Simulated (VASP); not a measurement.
## GaN: single point with revPBE

GaN:

```
CELL_PARAMETERS angstrom
3.18000 0.00000 0.00000
-1.59000 2.75396 0.00000
0.00000 0.00000 5.16600
ATOMIC_POSITIONS crystal
Ga 0.33333 0.66667 0.00000
Ga 0.66667 0.33333 0.50000
N 0.33333 0.66667 0.37500
N 0.66667 0.33333 0.87500
```

| Property | Result |
| --- | --- |
| Program | VASP 6.6.1 |
| Task | single point |
| Functional | revPBE |
| Potentials or basis | VASP PAW PBE potentials, release 64 (Ga_d, N) |
| Cutoff | 520 eV |
| k mesh | 12 × 12 × 4 |
| Occupations | gaussian, width 0.01 eV |
| Spin | no spin polarisation |

| Quantity | Value |
| --- | --- |
| Pressure | 10.2 GPa |
| Largest force | 0.137 eV/Å |
| Band gap on the k mesh | 2.02 eV, direct |

Forces in eV/Å, atoms in the order of the input:
```
Ga   0.000  0.000 -0.137
Ga   0.000  0.000 -0.137
N    0.000  0.000  0.137
N    0.000  0.000  0.137
```

Stress tensor (GPa, compression positive):
```
 9.51  0.00  0.00
 0.00  9.51  0.00
 0.00  0.00 11.63
```

Levels at points of the mesh, in eV from the valence-band top:
| k point | band 14 | band 15 | band 16 | band 17 | band 18 | band 19 | band 20 | band 21 | band 22 | band 23 |
| --- | --- | --- | --- | --- | --- | --- | --- | --- | --- | --- |
| (0.00, 0.00, 0.00) | -1.06 | -1.06 | -0.06 | 0.00 | 0.00 | 2.02 | 4.36 | 9.34 | 9.98 | 9.98 |
| (0.50, 0.00, 0.00) | -5.28 | -4.26 | -2.77 | -2.25 | -0.99 | 5.14 | 5.66 | 6.14 | 8.74 | 10.44 |
| (0.00, 0.00, 0.50) | -3.86 | -0.54 | -0.54 | -0.54 | -0.54 | 4.35 | 4.35 | 8.61 | 8.61 | 10.49 |
| (0.50, 0.00, 0.50) | -6.62 | -1.95 | -1.95 | -1.92 | -1.92 | 4.49 | 4.49 | 7.90 | 7.90 | 10.11 |

It took 2.2 min on 1 thread of AMD EPYC 7R13 Processor (Zen 3) (shared host), peak memory 0.16 GiB.

Caveat: the PAW data sets were made with another functional, which shifts forces and pressure a little. As with any semilocal functional, this revPBE gap is likely too small.
